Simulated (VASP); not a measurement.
# SnO2 (P4_2/mnm) in VASP: notebook, part 2 of 3

VASP 6.6.1.

## (4) Relaxation of cell and atoms, PBEsol, target pressure 10 GPa, at which the enthalpy is minimised

Input file INCAR:

```
SYSTEM = SnO2
  PREC = Accurate
  ENCUT = 600
  EDIFF = 1E-7
  ISMEAR = -1
  SIGMA = 0.05
  LREAL = .False.
  LASPH = .True.
  NELM = 80
  ALGO = Normal
  ISIF = 3
  LWAVE = .False.
  LCHARG = .False.
  GGA = PS
  IBRION = 2
  NSW = 60
  EDIFFG = -0.01
  PSTRESS = 100.0
```

Input file KPOINTS:

```
regular mesh
0
Gamma
  6 6 8
  0 0 0
```

Input file POSCAR:

```
SnO2
1.0
    4.7380000000      0.0000000000      0.0000000000
    0.0000000000      4.7380000000      0.0000000000
    0.0000000000      0.0000000000      3.1865000000
Sn O
2 4
Direct
    0.5000000000      0.5000000000      0.5000000000
    0.0000000000      0.0000000000      0.0000000000
    0.8071000000      0.1929000000      0.5000000000
    0.6929000000      0.6929000000      0.0000000000
    0.1929000000      0.8071000000      0.5000000000
    0.3071000000      0.3071000000      0.0000000000
```

Potentials or basis: VASP PAW PBE potentials, release 64 (Sn_d, O).

On the command line:

```bash
> cat potpaw_PBE.64/Sn_d/POTCAR potpaw_PBE.64/O/POTCAR > POTCAR
> mpirun -np 1 vasp_std > vasp.out
```

OUTCAR:

```text
SYSTEM = SnO2
   PREC = Accurate
   ENCUT = 600
   EDIFF = 1E-7
   ISMEAR = -1
   LREAL = .False.
   LASPH = .True.
   NELM = 80
   ISIF = 3
   GGA = PS
   IBRION = 2
   NSW = 60
   EDIFFG = -0.01
   PSTRESS = 100.0

 ion  position               nearest neighbor table
   1  0.500  0.500  0.500-   4 2.05   6 2.05   4 2.05   6 2.05   5 2.06   3 2.06   2 3.71   2 3.71
                             2 3.71   2 3.71   2 3.71   2 3.71   2 3.71   2 3.71
   2  0.000  0.000  0.000-   3 2.05   5 2.05   3 2.05   5 2.05   4 2.06   6 2.06   1 3.71   1 3.71
                             1 3.71   1 3.71   1 3.71   1 3.71   1 3.71   1 3.71
   3  0.807  0.193  0.500-   2 2.05   2 2.05   1 2.06
   4  0.693  0.693  0.000-   1 2.05   1 2.05   2 2.06
   5  0.193  0.807  0.500-   2 2.05   2 2.05   1 2.06
   6  0.307  0.307  0.000-   1 2.05   1 2.05   2 2.06

  LATTYP: Found a simple tetragonal cell.
 ALAT       =     4.7380000000
 C/A-ratio  =     0.6725411566

  Lattice vectors:

 A1 = (   4.7380000000,   0.0000000000,   0.0000000000)
 A2 = (   0.0000000000,   4.7380000000,   0.0000000000)
 A3 = (   0.0000000000,   0.0000000000,   3.1865000000)

Analysis of symmetry for initial positions (statically):
=====================================================================
 Subroutine PRICEL returns:
 Original cell was already a primitive cell.

 Routine SETGRP: Setting up the symmetry group for a
 simple tetragonal supercell.

 Subroutine GETGRP returns: Found 16 space group operations
 (whereof  8 operations were pure point group operations)
 out of a pool of 16 trial point group operations.

The static configuration has the point symmetry D_2h.
 The point group associated with its full space group is D_4h.

Analysis of symmetry for dynamics (positions and initial velocities):
=====================================================================
 Subroutine PRICEL returns:
 Original cell was already a primitive cell.

 Routine SETGRP: Setting up the symmetry group for a
 simple tetragonal supercell.

 Subroutine GETGRP returns: Found 16 space group operations
 (whereof  8 operations were pure point group operations)
 out of a pool of 16 trial point group operations.

The dynamic configuration has the point symmetry D_2h.
 The point group associated with its full space group is D_4h.

 Subroutine INISYM returns: Found 16 space group operations
 (whereof  8 operations are pure point group operations),
 and found     1 'primitive' translations

----------------------------------------------------------------------------------------

                                     Primitive cell

  volume of cell :      71.5326

  direct lattice vectors                    reciprocal lattice vectors
     4.738000000  0.000000000  0.000000000     0.211059519  0.000000000  0.000000000
     0.000000000  4.738000000  0.000000000     0.000000000  0.211059519  0.000000000
     0.000000000  0.000000000  3.186500000     0.000000000  0.000000000  0.313823945

  length of vectors
     4.738000000  4.738000000  3.186500000     0.211059519  0.211059519  0.313823945

  position of ions in fractional coordinates (direct lattice)
     0.500000000  0.500000000  0.500000000
[... 45 lines left out ...]
  0.333333  0.000000  0.000000      4.000000
  0.500000  0.000000  0.000000      2.000000
  0.166667  0.166667  0.000000      4.000000
  0.333333  0.166667  0.000000      8.000000
[... 16 lines left out ...]
  0.333333  0.000000  0.250000      8.000000
  0.500000  0.000000  0.250000      4.000000
 [... further k-points ...]
   k-points           NKPTS =     50   k-points in BZ     NKDIM =     50   number of bands    NBANDS=     31
   number of dos      NEDOS =    301   number of ions     NIONS =      6
   total plane-waves  NPLWV =  44800
   dimension x,y,z NGX =    40 NGY =   40 NGZ =   28
   dimension x,y,z NGXF=    80 NGYF=   80 NGZF=   56
   ions per type =               2   4
   NGX,Y,Z   is equivalent  to a cutoff of  14.04, 14.04, 14.61 a.u.
   NGXF,Y,Z  is equivalent  to a cutoff of  28.07, 28.07, 29.22 a.u.
 SYSTEM =  SnO2
   PREC   = accura    normal or accurate (medium, high low for compatibility)
   ISTART =      0    job   : 0-new  1-cont  2-samecut
   ICHARG =      2    charge: 1-file 2-atom 10-const
   ISPIN  =      1    spin polarized calculation?
   LNONCOLLINEAR =      F non collinear calculations
   LSORBIT =      F    spin-orbit coupling
   LASPH  =      T    aspherical Exc in radial PAW
   ENCUT  =  600.0 eV  44.10 Ry    6.64 a.u.   9.46  9.46  6.36*2*pi/ulx,y,z
   NELM   =     80;   NELMIN=  2; NELMDL= -5     # of ELM steps
   EDIFF  = 0.1E-06   stopping-criterion for ELM
   LREAL  =      F    real-space projection
   EDIFFG = -.1E-01   stopping-criterion for IOM
   NSW    =     60    number of steps for IOM
   IBRION =      2    ionic relax: 0-MD 1-quasi-New 2-CG
   NFREE  =      1    steps in history (QN), initial steepest desc. (CG)
   ISIF   =      3    stress and relaxation
   ISYM   =      2    0-nonsym 1-usesym 2-fastsym
   POTIM  = 0.5000    time-step for ionic-motion
   TEBEG  =    0.0;   TEEND  =   0.0 temperature during run
   PSTRESS=  100.0 pullay stress
   NELECT =      52.0000    total number of electrons
   NUPDOWN=      -1.0000    fix difference up-down
   EMIN   =  10.00;   EMAX   =-10.00  energy-range for DOS
   EFERMI =   0.00;   METHOD = LEGACY
   ISMEAR =    -1;   SIGMA  =   0.05  broadening in eV -4-tet -1-fermi 0-gaus
   EFERMI_NEDOS =   21; number of points for ismear=-14 and -15
   IALGO  =     38    algorithm
   IMIX   =      4    mixing-type and parameters
     AMIX     =   0.40;   BMIX     =  1.00
     AMIX_MAG =   1.60;   BMIX_MAG =  1.00
  volume/ion in A,a.u.               =      11.92        80.45
  Fermi-wavevector in a.u.,A,eV,Ry     =   1.472000  2.781677 29.480903  2.166785
  Thomas-Fermi vector in A             =   2.587068
   LORBIT       =      0    0 simple, 1 ext, 2 COOP (PROOUT), +10 PAW based schemes
   GGA     = PS    functional components
   LHFCALC =     F    Hartree Fock is set to
   AEXX    =    0.0000 exact exchange contribution
   IVDW    =     0    specifies the selected vdW correction
   LEPSILON=     F    determine dielectric tensor
   LRPA    =     F    only Hartree local field effects (RPA)
 conjugate gradient relaxation of ions
 non-spin polarized calculation
  energy-cutoff  :      600.00
  volume of cell :       71.53
 maximum number of plane-waves:      2409
 NGX is ok and might be reduce to    40
   NGX = 19   NGY = 19   NGZ = 13

--------------------------------------- Ionic step        1  -------------------------------------------

 number of electron      52.0000000 magnetization

 Free energy of the ion-electron system (eV)
  ---------------------------------------------------
  ext. energy  EPLUGINS =         0.00000000
  ---------------------------------------------------
  free energy    TOTEN  =       -39.64548103 eV

  energy without entropy =      -39.64548094  energy(sigma->0) =      -39.64548099

------------------------ aborting loop because EDIFF is reached ----------------------------------------

  FORCE on cell =-STRESS in cart. coord.  units (eV):
  Direction    XX          YY          ZZ          XY          YZ          ZX
  --------------------------------------------------------------------------------------
  -------------------------------------------------------------------------------------
  Total        1.9989914      1.9989914      3.0088466      0.0000000      0.0000000      0.0000000
  in kB       44.7731324     44.7731324     67.3917278      0.0000000      0.0000000      0.0000000
  external PRESSURE =     -47.6873358 kB  Pullay stress =     100.0000000 kB
[... 323 lines left out ...]
--------------------------------------- Ionic step        9  -------------------------------------------

 number of electron      51.9999979 magnetization

 Free energy of the ion-electron system (eV)
  ---------------------------------------------------
  ext. energy  EPLUGINS =         0.00000000
  ---------------------------------------------------
  free energy    TOTEN  =       -39.57495034 eV

  energy without entropy =      -39.57495033  energy(sigma->0) =      -39.57495033

 E-fermi :   7.0121     XC(G=0): -11.6731

 val. band max:        6.3074709904   @ k =   0.0000   0.0000   0.0000
 cond. band min:       7.6982616918   @ k =   0.0000   0.0000   0.0000
 fundamental gap:      1.3907907014
 Fermi energy:         7.0120657429

 k-point     1 :       0.0000    0.0000    0.0000
  band No.  band energies     occupation
      1     -14.7722      2.00000
      2     -13.8959      2.00000
      3     -13.6036      2.00000
      4     -13.5780      2.00000
      5     -13.5780      2.00000
      6     -13.5503      2.00000
[... 805 lines left out ...]
     30      15.0294      0.00000
     31      15.9464      0.00000

 [... further k-points ...]

------------------------ aborting loop because EDIFF is reached ----------------------------------------

  FORCE on cell =-STRESS in cart. coord.  units (eV):
  Direction    XX          YY          ZZ          XY          YZ          ZX
  --------------------------------------------------------------------------------------
  -------------------------------------------------------------------------------------
  Total        4.3556728      4.3556728      4.3644452      0.0000000      0.0000000      0.0000000
  in kB       99.9285404     99.9285404    100.1297961      0.0000000      0.0000000      0.0000000
  external PRESSURE =      -0.0043744 kB  Pullay stress =     100.0000000 kB
[... 25 lines left out ...]
  energy  without entropy=      -39.5749503258  energy(sigma->0) =      -39.57495033

  enthalpy is  TOTEN    =       -35.2161627176 eV   P V=        4.3587876200

 reached required accuracy - stopping structural energy minimisation
```

It took 12 min on 1 thread of AMD EPYC 7R13 (Zen 3), shared host; peak memory 0.25 GiB.

Results:

```yaml
Free_energy: -39.5750 eV
Relaxed_volume: 11.64 Å³/atom
Relaxed_cell: a = 4.680 Å, b = 4.680 Å, c = 3.189 Å, α = 90.00°, β = 90.00°, γ = 90.00°
Space_group_after_relaxing_to_0.1_Å: P4_2/mnm (No. 136)
Energy_change_on_relaxing_the_run_minimises_the_enthalpy: +11.8 meV/atom
Ionic_steps: 9
Pressure_after_relaxing: 10.0 GPa
Largest_force_after_relaxing: 0.004 eV/Å
Band_gap_on_the_k_mesh: 1.39 eV
```

Forces in eV/Å, atoms in the order of the input:
```
Sn   0.000  0.000  0.000
Sn   0.000  0.000  0.000
O   -0.003  0.003  0.000
O    0.003  0.003  0.000
O    0.003 -0.003  0.000
O   -0.003 -0.003  0.000
```

The path:
```
step  energy change (eV)  largest force (eV/Å)  pressure (GPa)  volume (Å³)
   1              0.0000                0.2277            5.23        71.53
   2              0.2354                0.0921           17.48        67.92
   3              0.0771                0.1805           10.60        69.82
   4              0.0713                0.1044            9.89        69.84
   5              0.0710                0.0325           10.05        69.83
   6              0.0689                0.0110            9.92        69.86
   7              0.0680                0.0003            9.86        69.88
   8              0.0733                0.0094           10.15        69.79
   9              0.0705                0.0044           10.00        69.84
```

Final structure:
```cif
data_structure
_symmetry_space_group_name_H-M 'P 1'
_symmetry_Int_Tables_number 1
_cell_length_a 4.6797
_cell_length_b 4.6797
_cell_length_c 3.1890
_cell_angle_alpha 90.000
_cell_angle_beta 90.000
_cell_angle_gamma 90.000
_cell_volume 69.84
loop_
_atom_site_label
_atom_site_type_symbol
_atom_site_fract_x
_atom_site_fract_y
_atom_site_fract_z
_atom_site_occupancy
Sn1 Sn 0.50000 0.50000 0.50000 1
Sn2 Sn 0.00000 0.00000 0.00000 1
O1 O 0.80564 0.19436 0.50000 1
O2 O 0.69436 0.69436 0.00000 1
O3 O 0.19436 0.80564 0.50000 1
O4 O 0.30564 0.30564 0.00000 1
```

Caveat: the cell is relaxed towards a set pressure, so the run minimises the enthalpy, not the energy; the PAW data sets were made with another functional, which shifts forces and pressure a little; spin-orbit coupling is left out, which moves the levels of the heavy elements. As with any semilocal functional, this PBEsol gap is likely too small.

## (5) Relaxation of cell and atoms, PBE+D4

Input file INCAR:

```
SYSTEM = SnO2
ALGO = Normal
EDIFF = 1E-6
EDIFFG = -0.01
ENCUT = 600
GGA = PE
IBRION = 2
ISIF = 3
ISMEAR = -1
IVDW = 13
LASPH = .TRUE.
LCHARG = .FALSE.
LREAL = .FALSE.
LWAVE = .FALSE.
NELM = 60
NSW = 60
PREC = Accurate
SIGMA = 0.05
```

Input file KPOINTS:

```
k-points
0
G
  6 6 8
  0 0 0
```

POSCAR is that of step 4.

On the command line:

```bash
> cat potpaw_PBE.64/Sn_d/POTCAR potpaw_PBE.64/O/POTCAR > POTCAR
> mpirun -np 1 vasp_std > vasp.out
```

It took 4.2 min on 1 thread of AMD EPYC 9R45 (Zen 5), shared host; peak memory 0.25 GiB.

The run converged. Its results:

| Item | Value |
| --- | --- |
| Free energy | -38.8600 eV |
| Relaxed volume | 12.36 Å³/atom |
| Relaxed cell | a = 4.789 Å, b = 4.789 Å, c = 3.233 Å, α = 90.00°, β = 90.00°, γ = 90.00° |
| Space group after relaxing (to 0.1 Å) | P4_2/mnm (No. 136) |
| Energy gained by relaxing | 11.5 meV/atom |
| Ionic steps | 5 |
| Pressure after relaxing | 0.1 GPa |
| Largest force after relaxing | 0.005 eV/Å |
| Band gap on the k mesh | 0.83 eV |
| Dispersion energy per atom | -0.261 eV |

Forces in eV/Å, atoms in the order of the input:
```
Sn   0.000  0.000  0.000
Sn   0.000  0.000  0.000
O   -0.003  0.003  0.000
O    0.003  0.003  0.000
O    0.003 -0.003  0.000
O   -0.003 -0.003  0.000
```

Stress tensor (GPa, compression positive):
```
 0.09  0.00  0.00
 0.00  0.09  0.00
 0.00  0.00 -0.01
```

Step by step:
```tsv
step	energy change (eV)	largest force (eV/Å)	pressure (GPa)	volume (Å³)
1	0.0000	0.2972	7.98	71.53
2	0.0434	0.2934	-8.50	77.86
3	-0.0691	0.0031	-0.09	74.20
4	-0.0691	0.0025	0.09	74.15
5	-0.0692	0.0046	0.06	74.17
```

Final structure:
```cif
data_structure
_symmetry_space_group_name_H-M 'P 1'
_symmetry_Int_Tables_number 1
_cell_length_a 4.7894
_cell_length_b 4.7894
_cell_length_c 3.2335
_cell_angle_alpha 90.000
_cell_angle_beta 90.000
_cell_angle_gamma 90.000
_cell_volume 74.17
loop_
_atom_site_label
_atom_site_type_symbol
_atom_site_fract_x
_atom_site_fract_y
_atom_site_fract_z
_atom_site_occupancy
Sn1 Sn 0.50000 0.50000 0.50000 1
Sn2 Sn 0.00000 0.00000 0.00000 1
O1 O 0.80617 0.19383 0.50000 1
O2 O 0.69383 0.69383 0.00000 1
O3 O 0.19383 0.80617 0.50000 1
O4 O 0.30617 0.30617 0.00000 1
```

Levels at points of the mesh, in eV from the valence-band top:
```tsv
k point	band 24	band 25	band 26	band 27	band 28	band 29
(0.00, 0.00, 0.00)	-0.75	-0.75	0.00	0.83	5.81	6.11
(0.50, 0.00, 0.00)	-1.21	-0.61	-0.61	4.05	4.05	6.86
(0.50, 0.50, 0.00)	-1.34	-0.86	-0.86	4.44	4.44	7.25
(0.00, 0.00, 0.50)	-1.57	-1.20	-1.20	5.76	5.76	9.50
(0.50, 0.00, 0.50)	-1.04	-0.73	-0.73	6.04	6.04	7.78
(0.50, 0.50, 0.50)	-0.92	-0.79	-0.79	4.50	4.50	8.72
```

Caveat: spin-orbit coupling is left out, which moves the levels of the heavy elements.

(Part 2 of 3 ends here.)
